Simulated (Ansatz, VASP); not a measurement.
## BeZn5Se6: VASP beside Ansatz

```xyz
12
Lattice="6.8904 0.0000 0.0000 -3.4452 5.9673 0.0000 0.0000 0.0000 6.5393" Properties=species:S:1:pos:R:3 pbc="T T T"
Be    0.0000    0.0000    0.0197
Zn    3.4452    1.9891    0.0334
Zn    0.0000    3.9782    0.0334
Zn   -1.1199    1.9397    3.3127
Zn    2.3253    4.0276    3.3127
Zn    2.2397    0.0000    3.3127
Se    3.4452    1.9891    2.5129
Se    0.0000    3.9782    2.5129
Se    0.0000    0.0000    2.2908
Se   -1.0685    1.8506    5.7943
Se    2.3767    4.1166    5.7943
Se    2.1369    0.0000    5.7943
```

Alike in both runs: task single point; functional PBE; k mesh 6 × 6 × 4; occupations gaussian, width 0.02 eV; no spin polarisation.

|  | VASP | Ansatz |
| --- | --- | --- |
| version | VASP 6.6.1 | Ansatz 0.2.0 |
| potentials or method | VASP PAW PBE potentials, release 64 (Be, Zn, Se), cutoff 520 eV | scalar-relativistic, plane waves, PAW |
| valence electrons in the cell | 98 | 158 |

|  | VASP | Ansatz | Ansatz less VASP |
| --- | --- | --- | --- |
| gap on the k mesh at the Fermi level (eV) | 1.55 | 1.55 | -0.001 |
| least direct gap on the mesh (eV) | 1.55 | 1.55 | -0.001 |
| pressure (GPa) | 0.2 | 0.0 | -0.20 |
| rms of the force components (eV/Å) | 0.004 | 0.002 | -0.0020 |

Atom by atom the forces differ by 0.003 eV/Å (rms over components). VASP's potentials hold 98 valence electrons a cell and Ansatz's 158, so a difference there can come from the potentials and not from the codes.
